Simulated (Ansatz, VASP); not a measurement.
**AlCu: VASP beside Ansatz**

```xyz
2
Lattice="2.9975 0.0000 0.0000 0.0000 2.9975 0.0000 0.0000 0.0000 2.9975" Properties=species:S:1:pos:R:3 pbc="T T T"
Al   -0.1875    0.0000    0.0000
Cu    1.4988    1.4988    1.4988
```

Change from the starting cell: all Al atoms moved +0.188 Å, as atom 1 towards its neighbour atom 1 (Al) at 2.998 Å.

Alike in both runs: task single point; functional PBEsol; k mesh 16 × 16 × 16; occupations gaussian, width 0.15 eV; no spin polarisation.

|  | VASP | Ansatz |
| --- | --- | --- |
| version | VASP 6.6.1 | Ansatz 0.2.0 |
| potentials or method | VASP PAW PBE potentials, release 64 (Al, Cu), cutoff 520 eV | scalar-relativistic, plane waves, PAW |
| valence electrons in the cell | 14 | 22 |

VASP gave:

- gap on the k mesh at the Fermi level (eV): none
- pressure (GPa): -3.6
- traceless stress, the component that is largest in VASP (GPa): -0.78
- rms of the force components (eV/Å): 0.403

Question: Estimate Ansatz's values.

Answer: gap on the k mesh at the Fermi level (eV): none; pressure (GPa): -3.3; traceless stress, the component that is largest in VASP (GPa): -0.76; rms of the force components (eV/Å): 0.400.

VASP's potentials were made for PBE, not for PBEsol. Atom by atom the forces differ by 0.002 eV/Å (rms over components). A gap of «none» marks a metal or a gap that the smearing closes. VASP's potentials hold 14 valence electrons a cell and Ansatz's 22, so a difference there can come from the potentials and not from the codes.
